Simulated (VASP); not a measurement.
# Ta (P6_3/mmc) in VASP: notebook, part 2 of 2

VASP 6.6.1. Earlier steps stand in the parts before.

## 4. Single point, LDA (strain +0.0350 x Voigt [0, 0, 1, 0, 0, 0])

Input file INCAR:

```
SYSTEM = Ta
ALGO = Fast
EDIFF = 1E-6
ENCUT = 520
ISIF = 2
ISMEAR = 0
LASPH = .True.
LCHARG = .False.
LREAL = .False.
LWAVE = .False.
NBANDS = 18
NELM = 100
PREC = Accurate
SIGMA = 0.15
```

Input file KPOINTS:

```
k-points
0
Gamma
  18 18 10
  0 0 0
```

Input file POSCAR:

```
Ta
1.0
    2.9003720726      0.0000000000      0.0000000000
   -1.4501860363      2.5117958953      0.0000000000
    0.0000000000      0.0000000000      5.3470935900
Ta
2
Direct
    0.6666666667      0.3333333333      0.7500000000
    0.3333333333      0.6666666667      0.2500000000
```

Command:

```console
$ cat potpaw_LDA.64/Ta_pv/POTCAR > POTCAR
$ mpirun -np 1 vasp_std > vasp.out
```

Wall time 48 s (1 thread of Intel Xeon 6975P-C (Granite Rapids), shared host); peak memory 0.23 GiB.

It converged, with:

| Property | Result |
| --- | --- |
| Free energy | -24.8614 eV |
| Pressure | -16.0 GPa |
| Band gap on the k mesh | zero (bands 11 and 12 overlap by 2.28 eV) |

Stress tensor (GPa, compression positive):
```
-14.75   0.00   0.00
  0.00 -14.75   0.00
  0.00   0.00 -18.37
```

Levels at points of the mesh, in eV from the Fermi level:
```
           k point  band 9  band 10  band 11  band 12  band 13  band 14
(0.00, 0.00, 0.00)   -0.84    -0.27     0.64     0.64     1.10     1.10
(0.50, 0.00, 0.00)   -3.16    -0.52    -0.24     0.34     1.08     5.08
(0.00, 0.00, 0.50)   -1.27    -1.27     0.71     0.71     0.71     0.71
(0.50, 0.00, 0.50)   -2.26    -2.26     1.55     1.55     2.62     2.62
```

Caveat: the cell differs from its parent crystal (strain +0.0350 x Voigt [0, 0, 1, 0, 0, 0]); the cell stands under tension; spin-orbit coupling is left out, which moves the levels of the heavy elements.

## 5. Single point, LDA (strain +0.0400 x Voigt [0, 0, 1, 0, 0, 0])

Input file INCAR:

```
ALGO = Fast
EDIFF = 1E-7
ENCUT = 520
GGA = CA
ISIF = 2
ISMEAR = 0
LASPH = True
LCHARG = False
LREAL = False
LWAVE = False
NBANDS = 18
NELM = 100
PREC = Accurate
SIGMA = 0.15
```

Input file KPOINTS:

```
k-points
0
Gamma
  18 18 10
```

Edit POSCAR of step 4 so:

```diff
@@ -4,3 +4,3 @@
    -1.4501860363      2.5117958953      0.0000000000
-    0.0000000000      0.0000000000      5.3470935900
+    0.0000000000      0.0000000000      5.3729249600
 Ta
```

Potentials or basis: VASP PAW LDA potentials, release 64 (Ta_pv).

Command:

```console
$ cat potpaw_LDA.64/Ta_pv/POTCAR > POTCAR
$ mpirun -np 1 vasp_std > vasp.out
```

OUTCAR:

```text
EDIFF = 1E-7
   ENCUT = 520
   GGA = CA
   ISIF = 2
   ISMEAR = 0
   LASPH = True
   LREAL = False
   NELM = 100
   PREC = Accurate

 ion  position               nearest neighbor table
   1  0.667  0.333  0.750-   2 3.17   2 3.17   2 3.17   2 3.17   2 3.17   2 3.17
   2  0.333  0.667  0.250-   1 3.17   1 3.17   1 3.17   1 3.17   1 3.17   1 3.17

  LATTYP: Found a hexagonal cell.
 ALAT       =     2.9003720726
 C/A-ratio  =     1.8524950680

  Lattice vectors:

[... 694 lines left out ...]

------------------------ aborting loop because EDIFF is reached ----------------------------------------

  FORCE on cell =-STRESS in cart. coord.  units (eV):
  Direction    XX          YY          ZZ          XY          YZ          ZX
  --------------------------------------------------------------------------------------
  -------------------------------------------------------------------------------------
  Total       -3.6834829     -3.6834829     -4.7282189      0.0000000      0.0000000      0.0000000
  in kB     -150.7718968   -150.7718968   -193.5349107      0.0000000      0.0000000      0.0000000
  external PRESSURE =    -165.0262348 kB  Pullay stress =       0.0000000 kB

 VOLUME and BASIS-vectors are now :
 -----------------------------------------------------------------------------
  energy-cutoff  :      520.00
  volume of cell :       39.14
      direct lattice vectors                 reciprocal lattice vectors
     2.900372073  0.000000000  0.000000000     0.344783350  0.199060760  0.000000000
    -1.450186036  2.511795895  0.000000000     0.000000000  0.398121520  0.000000000
     0.000000000  0.000000000  5.372924960     0.000000000  0.000000000  0.186118363

 POSITION                                       TOTAL-FORCE (eV/Angst)
 -----------------------------------------------------------------------------------
      1.45019      0.83727      4.02969         0.000000     -0.000000      0.000000
     -0.00000      1.67453      1.34323        -0.000000      0.000000      0.000000
 -----------------------------------------------------------------------------------
    total drift:                               -0.000000      0.000000     -0.000000

  FREE ENERGIE OF THE ION-ELECTRON SYSTEM (eV)
  ---------------------------------------------------
  free  energy   TOTEN  =       -24.8393279372 eV

  energy  without entropy=      -24.8079816991  energy(sigma->0) =      -24.82365482
```

stdout:

```text
POSCAR found type information on POSCAR Ta
 POSCAR found :  1 types and       2 ions
 scaLAPACK will be used
 LDA part: xc-table for (Slater(with rela. corr.)+CA(PZ))
 , standard interpolation
 POSCAR, INCAR and KPOINTS ok, starting setup
 FFT: planning ... GRIDC
 FFT: planning ... GRID_SOFT
 FFT: planning ... GRID
 WAVECAR not read
 entering main loop
```

Wall time 54 s (1 thread of Intel Xeon 6975P-C (Granite Rapids), shared host); peak memory 0.23 GiB.

Results:

* Free energy: -24.8393 eV
* Pressure: -16.5 GPa
* Band gap on the k mesh: zero (bands 11 and 12 overlap by 2.28 eV)

Caveat: the cell differs from its parent crystal (strain +0.0400 x Voigt [0, 0, 1, 0, 0, 0]); the cell stands under tension; spin-orbit coupling is left out, which moves the levels of the heavy elements.

## 6. Summary

```csv
cell,further INCAR settings,gap on the mesh (eV),pressure (GPa)
"a = 2.900, b = 2.900, c = 5.270 Å, angles 90.0, 90.0, 120.0°, 2 atoms",ALGO = Fast; EDIFF = 1e-07; NBANDS = 18,none,-14.0
"a = 2.900, b = 2.900, c = 5.321 Å, angles 90.0, 90.0, 120.0°, 2 atoms",ALGO = Fast; EDIFF = 1e-07; NBANDS = 18,none,-15.3
"a = 2.900, b = 2.900, c = 5.347 Å, angles 90.0, 90.0, 120.0°, 2 atoms",ALGO = Fast; EDIFF = 1e-06; NBANDS = 18,none,-16.0
"a = 2.900, b = 2.900, c = 5.373 Å, angles 90.0, 90.0, 120.0°, 2 atoms",ALGO = Fast; EDIFF = 1e-07; NBANDS = 18,none,-16.5
```

Alike in all rows: task single point; level LDA; potentials or basis VASP PAW LDA potentials, release 64 (Ta_pv); no spin polarisation; k mesh 18 × 18 × 10; cutoff (eV) 520; smearing gaussian 0.15 eV.

Caveats: the cell stands under tension; spin-orbit coupling is left out, which moves the levels of the heavy elements.

Absolute energies hang on the potentials; compare differences alone.
